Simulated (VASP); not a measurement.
# CaB6: single point with PBEsol

Crystal: CaB6.

```
Ca B
1.0
     4.12734    0.00000    0.00000
     0.00000    4.12734    0.00000
     0.00000    0.00000    4.12734
Ca B
1 6
Direct
  0.50000 0.50000 0.50000
  0.00000 0.00000 0.29838
  0.00000 0.00000 0.70162
  0.29838 0.00000 0.00000
  0.70162 0.00000 0.00000
  0.00000 0.29838 0.00000
  0.00000 0.70162 0.00000
```

```
Program                 : VASP 6.6.1
Task                    : single point
Functional              : PBEsol
Potentials or basis     : VASP PAW PBE potentials, release 64 (Ca_sv, B)
Cutoff                  : 520 eV
k mesh                  : 10 × 10 × 10
Occupations             : gaussian, width 0.1 eV
Spin                    : no spin polarisation
Dipole correction       : no
k mesh for the DOS      : 15 × 15 × 15
Occupations for the DOS : tetrahedron
Further INCAR settings  : ALGO = Normal; EDIFF = 1e-06
```

```
Valence electrons inside the program's atomic spheres : Ca 8.07; B 2.08
```

Levels at points of the mesh, in eV from the valence-band top:
```csv
k point,band 12,band 13,band 14,band 15,band 16,band 17
"(0.00, 0.00, 0.00)",-0.32,-0.32,-0.32,2.83,2.83,2.84
```

Wall time 58 s on 1 thread of Intel(R) Xeon(R) 6975P-C (Granite Rapids), on a shared host, peak memory 0.27 GiB.
